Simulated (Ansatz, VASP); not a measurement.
## Two plane-wave programs on HW3N4

The input INCAR:

```
SYSTEM = HW3N4
ALGO = Normal
EDIFF = 1E-6
ENCUT = 520
GGA = CA
ISIF = 2
ISMEAR = 0
LASPH = .TRUE.
LCHARG = .FALSE.
LREAL = .FALSE.
LWAVE = .FALSE.
NBANDS = 42
NELM = 60
PREC = Accurate
SIGMA = 0.15
```

Contents of KPOINTS:

```
k-points
0
G
  8 8 8
  0 0 0
```

Contents of POSCAR:

```
HW3N4
1.0
    4.1569984136      0.0000000000      0.0000000000
    0.0000000000      4.1569984136      0.0000000000
    0.0000000000      0.0000000000      4.1569984136
W N H
3 4 1
Direct
    0.5000000000      0.5000000000      0.0000000000
    0.0000000000      0.5000000000      0.5000000000
    0.5000000000      0.0000000000      0.5000000000
    0.5000000000      0.5000000000      0.5000000000
    0.5000000000      0.0000000000      0.0000000000
    0.0000000000      0.5000000000      0.0000000000
    0.0000000000      0.0000000000      0.5000000000
    0.4166681997      0.1666681997      0.1666681997
```

Input for Ansatz:

```yaml
crystal:
  lattice:
    - [4.1569984136, 0.0, 0.0]
    - [0.0, 4.1569984136, 0.0]
    - [0.0, 0.0, 4.1569984136]
  atoms:
    - { symbol: W, position: [0.5, 0.5, 0.0] }
    - { symbol: W, position: [0.0, 0.5, 0.5] }
    - { symbol: W, position: [0.5, 0.0, 0.5] }
    - { symbol: "N", position: [0.5, 0.5, 0.5] }
    - { symbol: "N", position: [0.5, 0.0, 0.0] }
    - { symbol: "N", position: [0.0, 0.5, 0.0] }
    - { symbol: "N", position: [0.0, 0.0, 0.5] }
    - { symbol: H, position: [0.4166681997, 0.1666681997, 0.1666681997] }
basis:
  ecutwfc: 420
kpoints:
  mp_grid: { grid: [8, 8, 8] }
hamiltonian:
  xc: lda
  pseudopotentials: { kind: paw, azcp: { folder: soft_1 } }
scf:
  occupations: { method: gaussian, width: 0.15 }
output:
  forces: true
  stress: true
  eigenvalues: true
```

Alike in both runs: task single point; functional LDA; k mesh 8 × 8 × 8; occupations gaussian, width 0.15 eV; no spin polarisation.

|  | VASP | Ansatz |
| --- | --- | --- |
| version | VASP 6.6.1 | Ansatz 0.2.0 |
| potentials or method | VASP PAW LDA potentials, release 64 (W_sv, N, H), cutoff 520 eV | scalar-relativistic, plane waves, PAW |
| valence electrons in the cell | 63 | 63 |

```csv
,VASP,Ansatz,Ansatz less VASP
gap on the k mesh at the Fermi level (eV),none,none,-
pressure (GPa),24.0,20.9,-3.08
"traceless stress, the component that is largest in VASP (GPa)",-17.15,-16.92,+0.229
rms of the force components (eV/Å),1.887,1.845,-0.0421
```

Ansatz warns that its potentials were made for another functional, while VASP's fit it. LDA's correlation is that of Perdew and Zunger in VASP and of Perdew and Wang (1992) in Ansatz. Atom by atom the forces differ by 0.044 eV/Å (rms over components). A gap of «none» marks a metal or a gap that the smearing closes.

Neither program's run includes spin-orbit coupling.
